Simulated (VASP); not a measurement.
Runs of VASP 6.6.1 on CdS. The structure is that of space group F-43m (No. 216), or close to it. The cells are those of the table. 

```tsv
task	cell	gap on the mesh (eV)	pressure (GPa)
single point	a = 4.088 Å, angles 60.0°, 2 atoms	(a)	5.1
single point	a = 4.170 Å, angles 60.0°, 2 atoms	1.08	(b)
single point	a = 4.060 Å, angles 60.0°, 2 atoms	1.25	6.8
single point	a = 4.143 Å, angles 60.0°, 2 atoms	1.12	2.3
electric field gradients	a = 4.143 Å, angles 60.0°, 2 atoms	1.12	2.3
```

Alike in all rows: level PBE; potentials or basis VASP PAW PBE potentials, release 64 (Cd, S); no spin polarisation; k mesh 8 × 8 × 8; cutoff (eV) 520; smearing fermi-dirac 0.01 eV.

Question: Fill in the values left out.

Answer: (a) 1.21; (b) 1.2.

Caveats: the cell stands under pressure (at least some runs).

A k mesh can miss the band edges, and the runs leave out spin-orbit coupling on Cd.
